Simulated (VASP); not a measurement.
# Au (P6_3/mmc) in VASP: notebook

The runs below take Au through single point, with PBEsol.

Program: VASP 6.6.1. These are calculated values, not measurements. Logs are shortened: lines on timing, memory, paths and dates and some standing lists are left out, and cuts for length are marked.

**1. The cell of the first run**

It takes space group P6_3/mmc (No. 194, hexagonal). The conventional cell has a = 2.900 Å, b = 2.900 Å, c = 4.758 Å, α = 90.00°, β = 90.00°, γ = 120.00°. Au (site symmetry -6m2) has 12 Au at 2.90 to 2.91 Å within 3.8 Å.

**2. Single point, PBEsol (strain +0.000 along x and y, -0.025 along z)**

File INCAR:

```
PREC = Accurate ; ENCUT = 520
EDIFF = 1E-6 ; ISMEAR = 0
SIGMA = 0.15 ; LREAL = False
LASPH = True ; NELM = 60
ALGO = Fast ; ISIF = 2
LWAVE = False ; LCHARG = False
GGA = PS ; NBANDS = 18
```

File KPOINTS:

```
regular mesh
0
Gamma
  18 18 10
```

File POSCAR:

```
Au
1.0
    2.8999984104      0.0000000000      0.0000000000
   -1.4499992052      2.5114722944      0.0000000000
    0.0000000000      0.0000000000      4.7580000000
Au
2
Direct
    0.3333333333      0.6666666667      0.7500000000
    0.6666666667      0.3333333333      0.2500000000
```

Potentials or basis: VASP PAW PBE potentials, release 64 (Au).

Command:

```bash
cat potpaw_PBE.64/Au/POTCAR > POTCAR
mpirun -np 1 vasp_std > vasp.out
```

OUTCAR:

```text
PREC = Accurate
   ENCUT = 520
   EDIFF = 1E-6
   ISMEAR = 0
   LREAL = False
   LASPH = True
   NELM = 60
   ISIF = 2
   GGA = PS

 ion  position               nearest neighbor table
   1  0.333  0.667  0.750-   2 2.91   2 2.91   2 2.91   2 2.91   2 2.91   2 2.91
   2  0.667  0.333  0.250-   1 2.91   1 2.91   1 2.91   1 2.91   1 2.91   1 2.91

  LATTYP: Found a hexagonal cell.
 ALAT       =     2.8999984104
 C/A-ratio  =     1.6406905545

  Lattice vectors:

 A1 = (   2.8999984104,   0.0000000000,   0.0000000000)
 A2 = (  -1.4499992052,   2.5114722944,   0.0000000000)
 A3 = (   0.0000000000,   0.0000000000,   4.7580000000)

Analysis of symmetry for initial positions (statically):
=====================================================================
 Subroutine PRICEL returns:
 Original cell was already a primitive cell.

 Routine SETGRP: Setting up the symmetry group for a
 hexagonal supercell.

 Subroutine GETGRP returns: Found 24 space group operations
 (whereof 12 operations were pure point group operations)
 out of a pool of 24 trial point group operations.

The static configuration has the point symmetry D_3d.
 The point group associated with its full space group is D_6h.

Analysis of symmetry for dynamics (positions and initial velocities):
=====================================================================
 Subroutine PRICEL returns:
 Original cell was already a primitive cell.

 Routine SETGRP: Setting up the symmetry group for a
 hexagonal supercell.

 Subroutine GETGRP returns: Found 24 space group operations
 (whereof 12 operations were pure point group operations)
 out of a pool of 24 trial point group operations.

The dynamic configuration has the point symmetry D_3d.
 The point group associated with its full space group is D_6h.

 Subroutine INISYM returns: Found 24 space group operations
 (whereof 12 operations are pure point group operations),
 and found     1 'primitive' translations

----------------------------------------------------------------------------------------

                                     Primitive cell

  volume of cell :      34.6538

  direct lattice vectors                    reciprocal lattice vectors
     2.899998410  0.000000000  0.000000000     0.344827775  0.199086409  0.000000000
    -1.449999205  2.511472294  0.000000000     0.000000000  0.398172818  0.000000000
     0.000000000  0.000000000  4.758000000     0.000000000  0.000000000  0.210172341

  length of vectors
     2.899998410  2.899998410  4.758000000     0.398172818  0.398172818  0.210172341

  position of ions in fractional coordinates (direct lattice)
     0.333333333  0.666666667  0.750000000
     0.666666667  0.333333333  0.250000000

  ion indices of the primitive-cell ions
   primitive index   ion index
                 1           1
                 2           2

----------------------------------------------------------------------------------------

 KPOINTS: regular mesh

Automatic generation of k-mesh.
 Grid dimensions read from file:
 generate k-points for:   18   18   10

 Generating k-lattice:

  Cartesian coordinates                     Fractional coordinates (reciprocal lattice)
     0.019157099  0.011060356  0.000000000     0.055555556  0.000000000  0.000000000
     0.000000000  0.022120712  0.000000000     0.000000000  0.055555556  0.000000000
     0.000000000  0.000000000  0.021017234     0.000000000  0.000000000  0.100000000

  Length of vectors
     0.022120712  0.022120712  0.021017234

  Shift w.r.t. Gamma in fractional coordinates (k-lattice)
     0.000000000  0.000000000  0.000000000

 Subroutine IBZKPT returns following result:
 ===========================================

 Found    222 irreducible k-points:

 Following reciprocal coordinates:
            Coordinates               Weight
  0.000000  0.000000  0.000000      1.000000
  0.055556  0.000000  0.000000      6.000000
  0.111111  0.000000  0.000000      6.000000
  0.166667 -0.000000  0.000000      6.000000
  0.222222 -0.000000  0.000000      6.000000
  0.277778 -0.000000  0.000000      6.000000
[... 16 lines left out ...]
  0.333333  0.111111  0.000000     12.000000
  0.388889  0.111111  0.000000     12.000000
 [... further k-points ...]
   k-points           NKPTS =    222   k-points in BZ     NKDIM =    222   number of bands    NBANDS=     18
   number of dos      NEDOS =    301   number of ions     NIONS =      2
   total plane-waves  NPLWV =  20736
   dimension x,y,z NGX =    24 NGY =   24 NGZ =   36
   dimension x,y,z NGXF=    48 NGYF=   48 NGZF=   72
   ions per type =               2
   NGX,Y,Z   is equivalent  to a cutoff of  13.76, 13.76, 12.58 a.u.
   NGXF,Y,Z  is equivalent  to a cutoff of  27.52, 27.52, 25.16 a.u.
 SYSTEM =  unknown system
   PREC   = accura    normal or accurate (medium, high low for compatibility)
   ISTART =      0    job   : 0-new  1-cont  2-samecut
   ICHARG =      2    charge: 1-file 2-atom 10-const
   ISPIN  =      1    spin polarized calculation?
   LNONCOLLINEAR =      F non collinear calculations
   LSORBIT =      F    spin-orbit coupling
   LASPH  =      T    aspherical Exc in radial PAW
   ENCUT  =  520.0 eV  38.22 Ry    6.18 a.u.   5.39  5.39  8.85*2*pi/ulx,y,z
   NELM   =     60;   NELMIN=  2; NELMDL= -5     # of ELM steps
   EDIFF  = 0.1E-05   stopping-criterion for ELM
   LREAL  =      F    real-space projection
   EDIFFG = 0.1E-04   stopping-criterion for IOM
   NSW    =      0    number of steps for IOM
   IBRION =     -1    ionic relax: 0-MD 1-quasi-New 2-CG
   NFREE  =      0    steps in history (QN), initial steepest desc. (CG)
   ISIF   =      2    stress and relaxation
   ISYM   =      2    0-nonsym 1-usesym 2-fastsym
   POTIM  = 0.5000    time-step for ionic-motion
   TEBEG  =    0.0;   TEEND  =   0.0 temperature during run
   PSTRESS=    0.0 pullay stress
   NELECT =      22.0000    total number of electrons
   NUPDOWN=      -1.0000    fix difference up-down
   EMIN   =  10.00;   EMAX   =-10.00  energy-range for DOS
   EFERMI =   0.00;   METHOD = LEGACY
   ISMEAR =     0;   SIGMA  =   0.15  broadening in eV -4-tet -1-fermi 0-gaus
   EFERMI_NEDOS =   21; number of points for ismear=-14 and -15
   IALGO  =     68    algorithm
   IMIX   =      4    mixing-type and parameters
     AMIX     =   0.40;   BMIX     =  1.00
     AMIX_MAG =   1.60;   BMIX_MAG =  1.00
  volume/ion in A,a.u.               =      17.33       116.93
  Fermi-wavevector in a.u.,A,eV,Ry     =   1.407015  2.658874 26.935351  1.979692
  Thomas-Fermi vector in A             =   2.529317
   LORBIT       =      0    0 simple, 1 ext, 2 COOP (PROOUT), +10 PAW based schemes
   GGA     = PS    functional components
   LHFCALC =     F    Hartree Fock is set to
   AEXX    =    0.0000 exact exchange contribution
   IVDW    =     0    specifies the selected vdW correction
   LEPSILON=     F    determine dielectric tensor
   LRPA    =     F    only Hartree local field effects (RPA)
 non-spin polarized calculation
 RMM-DIIS sequential band-by-band and
 Gauss-broadening in eV      SIGMA  =   0.15
  energy-cutoff  :      520.00
  volume of cell :       34.65
 maximum number of plane-waves:       966
 NGX is ok and might be reduce to    24
   NGX = 11   NGY = 11   NGZ = 17

 number of electron      22.0000006 magnetization

 Free energy of the ion-electron system (eV)
  ---------------------------------------------------
  ext. energy  EPLUGINS =         0.00000000
  ---------------------------------------------------
  free energy    TOTEN  =        -7.82418592 eV

  energy without entropy =       -7.81511260  energy(sigma->0) =       -7.81964926

 E-fermi :   8.9245     XC(G=0): -12.7866

 val. band max:        8.9222565173   @ k =   0.3889   0.1111   0.3000
 cond. band min:       8.9499351607   @ k =   0.5000   0.0000   0.4000
 fundamental gap:      0.0276786434
 Fermi energy:         8.9245459101

 k-point     1 :       0.0000    0.0000    0.0000
  band No.  band energies     occupation
      1      -0.7430      2.00000
      2       1.8014      2.00000
      3       4.3701      2.00000
      4       4.5226      2.00000
      5       4.5226      2.00000
      6       4.8565      2.00000
[... 10 lines left out ...]
     17      26.9511      0.00000
     18      26.9511      0.00000

 k-point     2 :       0.0556    0.0000    0.0000
  band No.  band energies     occupation
      1      -0.6481      2.00000
      2       1.8782      2.00000
      3       4.2907      2.00000
      4       4.5853      2.00000
      5       4.5947      2.00000
      6       4.8235      2.00000
[... 10 lines left out ...]
     17      26.4068      0.00000
     18      26.6074      0.00000

 k-point     3 :       0.1111    0.0000    0.0000
  band No.  band energies     occupation
      1      -0.3693      2.00000
      2       2.0940      2.00000
      3       4.1406      2.00000
      4       4.6778      2.00000
      5       4.7696      2.00000
      6       4.7993      2.00000
[... 10 lines left out ...]
     17      25.5028      0.00000
     18      26.8160      0.00000

 k-point     4 :       0.1667   -0.0000    0.0000
  band No.  band energies     occupation
      1       0.0737      2.00000
      2       2.3932      2.00000
      3       3.9901      2.00000
      4       4.5687      2.00000
      5       4.6442      2.00000
      6       5.0121      2.00000
[... 375 lines left out ...]
      4       4.0573      2.00000
      5       4.4356      2.00000
      6       4.6697      2.00000
[... 10 lines left out ...]
     17      22.8690      0.00000
     18      24.5440      0.00000

 k-point    23 :       0.3333    0.1111    0.0000
  band No.  band energies     occupation
      1       2.3615      2.00000
      2       2.6783      2.00000
      3       3.0295      2.00000
      4       4.3801      2.00000
      5       4.4233      2.00000
      6       4.8779      2.00000
[... 10 lines left out ...]
     17      21.9570      0.00000
     18      23.9091      0.00000

 k-point    24 :       0.3889    0.1111    0.0000
  band No.  band energies     occupation
      1       2.4977      2.00000
      2       2.5789      2.00000
      3       2.8778      2.00000
      4       4.3608      2.00000
      5       4.7606      2.00000
      6       4.7814      2.00000
[... 10 lines left out ...]
     17      21.1502      0.00000
     18      23.5326      0.00000

 [... further k-points ...]
[... 5 lines left out ...]
  --------------------------------------------------------------------------------------
  -------------------------------------------------------------------------------------
  Total       -0.7684432     -0.7684432     -0.4193018      0.0000000     -0.0000000      0.0000000
  in kB      -35.5280803    -35.5280803    -19.3859344      0.0000000     -0.0000000      0.0000000
  external PRESSURE =     -30.1473650 kB  Pullay stress =       0.0000000 kB

 VOLUME and BASIS-vectors are now :
 -----------------------------------------------------------------------------
  energy-cutoff  :      520.00
  volume of cell :       34.65
      direct lattice vectors                 reciprocal lattice vectors
     2.899998410  0.000000000  0.000000000     0.344827775  0.199086409  0.000000000
    -1.449999205  2.511472294  0.000000000     0.000000000  0.398172818  0.000000000
     0.000000000  0.000000000  4.758000000     0.000000000  0.000000000  0.210172341

 POSITION                                       TOTAL-FORCE (eV/Angst)
 -----------------------------------------------------------------------------------
     -0.00000      1.67431      3.56850        -0.000000      0.000000      0.000000
      1.45000      0.83716      1.18950         0.000000     -0.000000      0.000000
 -----------------------------------------------------------------------------------
    total drift:                               -0.000000      0.000000     -0.000000

  FREE ENERGIE OF THE ION-ELECTRON SYSTEM (eV)
  ---------------------------------------------------
  free  energy   TOTEN  =        -7.8241859225 eV

  energy  without entropy=       -7.8151126040  energy(sigma->0) =       -7.81964926
```

Wall time 61 s (1 thread of Intel Xeon Platinum 8488C (Sapphire Rapids), shared host); peak memory 0.24 GiB.

Results:

* Free energy: -7.8242 eV
* Pressure: -3.0 GPa
* Band gap on the k mesh: zero (band 11 reaches 13.15 eV, above the bottom of band 12 at 6.39 eV)

Caveat: the cell differs from its parent crystal (strain +0.000 along x and y, -0.025 along z); the PAW data sets were made with another functional, which shifts forces and pressure a little; spin-orbit coupling is left out, which moves the levels of the heavy elements.

**3. Single point, PBEsol (strain -0.025 along x and y, +0.025 along z)**

File INCAR:

```
SYSTEM = Au
PREC     = Accurate       ! precision mode
ENCUT    = 520            ! plane-wave cutoff, eV
EDIFF    = 1E-6           ! SCF threshold, eV
ISMEAR   = 0              ! smearing method
SIGMA    = 0.15           ! smearing width, eV
LREAL    = .False.        ! projectors in reciprocal space
LASPH    = .True.         ! aspherical terms in the spheres
NELM     = 60             ! most SCF steps
ALGO     = Fast           ! electronic algorithm
ISIF     = 2              ! what is computed and relaxed
LWAVE    = .False.        ! write WAVECAR
LCHARG   = .True.         ! write CHGCAR
GGA      = PS             ! functional
LELF     = .True.         ! ELF
LVHAR    = .True.       
NBANDS   = 18             ! bands
```

File KPOINTS:

```
regular mesh
0
Gamma
  18 18 10
  0 0 0
```

File POSCAR:

```
Au
1.0
    2.8274984502      0.0000000000      0.0000000000
   -1.4137492251      2.4486854870      0.0000000000
    0.0000000000      0.0000000000      5.0020000000
Au
2
Direct
    0.3333333333      0.6666666667      0.7500000000
    0.6666666667      0.3333333333      0.2500000000
```

Potentials or basis: VASP PAW PBE potentials, release 64 (Au).

Command:

```bash
cat potpaw_PBE.64/Au/POTCAR > POTCAR
mpirun -np 1 vasp_std > vasp.out
```

Wall time 60 s (1 thread of Intel Xeon Platinum 8488C (Sapphire Rapids), shared host); peak memory 0.24 GiB.

Results (log left out):

| Quantity | Value |
| --- | --- |
| Free energy | -7.8131 eV |
| Pressure | -2.1 GPa |
| Band gap on the k mesh | zero (band 11 reaches 13.32 eV, above the bottom of band 12 at 6.44 eV) |

Stress tensor (GPa, compression positive):
```
-0.76  0.00  0.00
 0.00 -0.76  0.00
 0.00  0.00 -4.78
```

Levels at points of the mesh, in eV from the Fermi level:
```csv
k point,band 8,band 9,band 10,band 11,band 12,band 13,band 14,band 15
"(0.00, 0.00, 0.00)",-3.31,-3.31,-2.21,-2.21,-1.52,1.90,14.64,14.81
"(0.50, 0.00, 0.00)",-2.12,-1.73,-1.60,0.42,1.73,5.34,6.88,6.95
"(0.00, 0.00, 0.50)",-4.58,-2.63,-2.63,-2.63,-2.63,9.30,9.30,15.12
"(0.50, 0.00, 0.50)",-2.49,-1.65,-1.65,0.43,0.43,3.99,3.99,12.34
```

Caveat: the cell differs from its parent crystal (strain -0.025 along x and y, +0.025 along z); the PAW data sets were made with another functional, which shifts forces and pressure a little; spin-orbit coupling is left out, which moves the levels of the heavy elements.

**4. Single point, PBEsol (strain -0.025 along x and y, +0.050 along z)**

File INCAR:

```
PREC = Accurate ; ENCUT = 520
EDIFF = 1E-7 ; ISMEAR = 0
SIGMA = 0.15 ; LREAL = False
LASPH = True ; NELM = 60
ALGO = Fast ; ISIF = 2
LWAVE = False ; LCHARG = True
GGA = PS ; LELF = True
LVHAR = True ; NBANDS = 18
```

File KPOINTS:

```
regular mesh
0
Gamma
  18 18 10
```

Edit POSCAR of step 3 so:

```diff
@@ -4,3 +4,3 @@
    -1.4137492251      2.4486854870      0.0000000000
-    0.0000000000      0.0000000000      5.0020000000
+    0.0000000000      0.0000000000      5.1240000000
 Au
```

Potentials or basis: VASP PAW PBE potentials, release 64 (Au).

Command:

```bash
cat potpaw_PBE.64/Au/POTCAR > POTCAR
mpirun -np 1 vasp_std > vasp.out
```

OUTCAR:

```text
PREC = Accurate
   ENCUT = 520
   EDIFF = 1E-7
   ISMEAR = 0
   LREAL = False
   LASPH = True
   NELM = 60
   ISIF = 2
   GGA = PS

 ion  position               nearest neighbor table
   1  0.333  0.667  0.750-   2 3.04   2 3.04   2 3.04   2 3.04   2 3.04   2 3.04
   2  0.667  0.333  0.250-   1 3.04   1 3.04   1 3.04   1 3.04   1 3.04   1 3.04

  LATTYP: Found a hexagonal cell.
 ALAT       =     2.8274984502
 C/A-ratio  =     1.8122025848

  Lattice vectors:

[... 694 lines left out ...]

------------------------ aborting loop because EDIFF is reached ----------------------------------------

  FORCE on cell =-STRESS in cart. coord.  units (eV):
  Direction    XX          YY          ZZ          XY          YZ          ZX
  --------------------------------------------------------------------------------------
  -------------------------------------------------------------------------------------
  Total       -0.7500246     -0.7500246     -1.7878207     -0.0000000      0.0000000      0.0000000
  in kB      -33.8720588    -33.8720588    -80.7402403     -0.0000000      0.0000000      0.0000000
  external PRESSURE =     -49.4947860 kB  Pullay stress =       0.0000000 kB

 VOLUME and BASIS-vectors are now :
 -----------------------------------------------------------------------------
  energy-cutoff  :      520.00
  volume of cell :       35.48
      direct lattice vectors                 reciprocal lattice vectors
     2.827498450  0.000000000  0.000000000     0.353669513  0.204191189  0.000000000
    -1.413749225  2.448685487  0.000000000     0.000000000  0.408382377  0.000000000
     0.000000000  0.000000000  5.124000000     0.000000000  0.000000000  0.195160031

 POSITION                                       TOTAL-FORCE (eV/Angst)
 -----------------------------------------------------------------------------------
     -0.00000      1.63246      3.84300         0.000000     -0.000000      0.000000
      1.41375      0.81623      1.28100        -0.000000      0.000000      0.000000
 -----------------------------------------------------------------------------------
    total drift:                               -0.000000      0.000000     -0.000000

  FREE ENERGIE OF THE ION-ELECTRON SYSTEM (eV)
  ---------------------------------------------------
  free  energy   TOTEN  =        -7.7791203874 eV

  energy  without entropy=       -7.7729581669  energy(sigma->0) =       -7.77603928
```

OSZICAR:

```text
N       E                     dE             d eps       ncg     rms          rms(c)
DAV:   1     0.122067233821E+03    0.12207E+03   -0.11672E+04  7992   0.118E+03
DAV:   2    -0.632151195904E+01   -0.12839E+03   -0.12253E+03  8534   0.260E+02
DAV:   3    -0.846577666248E+01   -0.21443E+01   -0.21312E+01  9298   0.337E+01
DAV:   4    -0.847535446651E+01   -0.95778E-02   -0.95764E-02  8862   0.236E+00
DAV:   5    -0.847544012056E+01   -0.85654E-04   -0.85654E-04  8890   0.240E-01    0.122E+01
RMM:   6    -0.782261973575E+01    0.65282E+00   -0.11770E+00  7994   0.804E+00    0.764E+00
RMM:   7    -0.778471530993E+01    0.37904E-01   -0.13361E-01  8226   0.288E+00    0.354E+00
RMM:   8    -0.777929664507E+01    0.54187E-02   -0.16867E-02  8304   0.996E-01    0.606E-01
RMM:   9    -0.777911614637E+01    0.18050E-03   -0.13873E-03  8769   0.280E-01    0.161E-01
RMM:  10    -0.777913009562E+01   -0.13949E-04   -0.19173E-04  8830   0.919E-02    0.152E-01
RMM:  11    -0.777912029916E+01    0.97965E-05   -0.35108E-05  8669   0.437E-02    0.173E-02
RMM:  12    -0.777912043733E+01   -0.13817E-06   -0.49001E-06  8776   0.147E-02    0.127E-02
RMM:  13    -0.777912038743E+01    0.49899E-07   -0.89841E-07  7236   0.558E-03
   1 F= -.77791204E+01 E0= -.77760393E+01  d E =-.616222E-02
```

It took 64 s on 1 thread of Intel Xeon Platinum 8488C (Sapphire Rapids), shared host; peak memory 0.24 GiB.

What came out:

- Free energy: -7.7791 eV
- Pressure: -4.9 GPa
- Band gap on the k mesh: zero (band 11 reaches 12.88 eV, above the bottom of band 12 at 6.12 eV)

Stress tensor (GPa, compression positive):
```
-3.39  0.00  0.00
 0.00 -3.39  0.00
 0.00  0.00 -8.07
```

Caveat: the cell differs from its parent crystal (strain -0.025 along x and y, +0.050 along z); the PAW data sets were made with another functional, which shifts forces and pressure a little; spin-orbit coupling is left out, which moves the levels of the heavy elements.

(Continued in part 2 of 2.)
